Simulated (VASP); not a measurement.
## Cu: single point with PBEsol

Cu:

```xyz
1
Lattice="-1.4195 1.4195 1.4216 1.4195 -1.4195 1.4216 1.4195 1.4195 -1.4216" Properties=species:S:1:pos:R:3 pbc="T T T"
Cu    0.0000    0.0000    0.0000
```

This isn't the form of Cu at room conditions, which is fcc.

This cell differs from its parent crystal: ratio of the length along z to the lengths across it x 1.05, volume and fractional coordinates fixed.

```json
{
  "Program": "VASP 6.6.1",
  "Task": "single point",
  "Functional": "PBEsol",
  "Potentials or basis": "VASP PAW PBE potentials, release 64 (Cu)",
  "Cutoff": "520 eV",
  "k mesh": "26 × 26 × 26",
  "Occupations": "gaussian, width 0.15 eV",
  "Spin": "no spin polarisation"
}
```

* Pressure: -0.4 GPa
* Band gap on the k mesh: zero (an odd number of electrons rules out a gap without spin polarisation)

Levels at points of the mesh, in eV from the Fermi level:
| k point | band 2 | band 3 | band 4 | band 5 | band 6 | band 7 | band 8 | band 9 | band 10 | band 11 |
| --- | --- | --- | --- | --- | --- | --- | --- | --- | --- | --- |
| (0.00, 0.00, 0.00) | -3.20 | -3.20 | -3.20 | -2.13 | -2.13 | 25.32 | 25.35 | 25.35 | 29.11 | 29.38 |
| (0.50, 0.00, 0.00) | -3.94 | -2.18 | -2.02 | -1.37 | -0.70 | 4.49 | 17.74 | 17.89 | 21.71 | 24.78 |
| (0.50, 0.50, 0.00) | -3.95 | -2.17 | -2.01 | -1.37 | -0.69 | 4.51 | 17.70 | 17.85 | 21.67 | 24.75 |
| (0.50, 0.50, 0.50) | -4.80 | -1.55 | -1.55 | -1.55 | 8.25 | 8.31 | 8.31 | 13.80 | 13.83 | 16.42 |

Run time: 2.9 min on 1 thread of Intel(R) Xeon(R) Platinum 8259CL CPU @ 2.50GHz (Skylake/Cascade Lake), on a shared host, peak memory 0.27 GiB.

Caveat: the PAW data sets were made with another functional, which shifts forces and pressure a little.
